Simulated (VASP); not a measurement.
Si2Ni, 3 atoms in the cell. The structure is cubic, space group Fm-3m (No. 225). The conventional cell has a = 5.180 Å, b = 5.180 Å, c = 5.180 Å, α = 90.00°, β = 90.00°, γ = 90.00°. Si (site symmetry -43m) has 4 Ni at 2.24 Å and 6 Si at 2.59 Å within 3.0 Å. Within 3.0 Å of Ni (site symmetry m-3m) lie 8 Si at 2.24 Å. 

| Quantity | Value |
| --- | --- |
| Program | VASP 6.6.1 |
| Task | single point |
| Functional | PBE |
| Potentials or basis | VASP PAW PBE potentials, release 64 (Si, Ni) |
| Cutoff | 520 eV |
| k mesh | 9 × 9 × 9 |
| Occupations | fermi-dirac, width 0.15 eV |
| Spin | collinear spin, ferromagnetic start |
| Starting moments | [0.0, 0.0, 1.5] μB |
| Dipole correction | no |
| Further INCAR settings | ALGO = Normal; EDIFF = 1e-07; NBANDS = 20 |

Potentials or basis: VASP PAW PBE potentials, release 64 (Si, Ni).

Launch:

```bash
$ cat potpaw_PBE.64/Si/POTCAR potpaw_PBE.64/Ni/POTCAR > POTCAR
$ mpirun -np 1 vasp_std > vasp.out
```

Hardware: 1 thread of AMD EPYC 7R13, on a shared host.

How long does it take, and how much memory?

Wall time 2.9 min on 1 thread of AMD EPYC 7R13 (shared host), peak memory 0.16 GiB. Counts: scf iterations 15, k points 35.
